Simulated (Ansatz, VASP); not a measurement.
**One calculation of Rh, two programs**

```
Rh
1.0
     2.74005    0.00000    0.00000
    -1.37003    2.37296    0.00000
     0.00000    0.00000    4.44320
Rh
2
Direct
  0.66667 0.33333 0.75000
  0.33333 0.66667 0.25000
```

Alike in both runs: task single point; functional PBEsol; k mesh 12 × 12 × 7; occupations gaussian, width 0.1 eV; no spin polarisation.

```csv
,VASP,Ansatz
version,VASP 6.6.1,Ansatz 0.2.0
potentials or method,"VASP PAW PBE potentials, release 64 (Rh_pv), cutoff 520 eV","plane waves, PAW"
valence electrons in the cell,30,34
```

VASP gave:

```
pressure (GPa)                                                : -16.0
traceless stress, the component that is largest in VASP (GPa) : -0.28
```

Task: Which values does Ansatz return?

Result: Pressure (GPa): -15.9; traceless stress, the component that is largest in VASP (GPa): -0.29.

VASP's potentials were made for PBE, not for PBEsol. VASP's potentials hold 30 valence electrons a cell and Ansatz's 34, so a difference there can come from the potentials and not from the codes. Ansatz's warnings: structure snapped to symmetry.
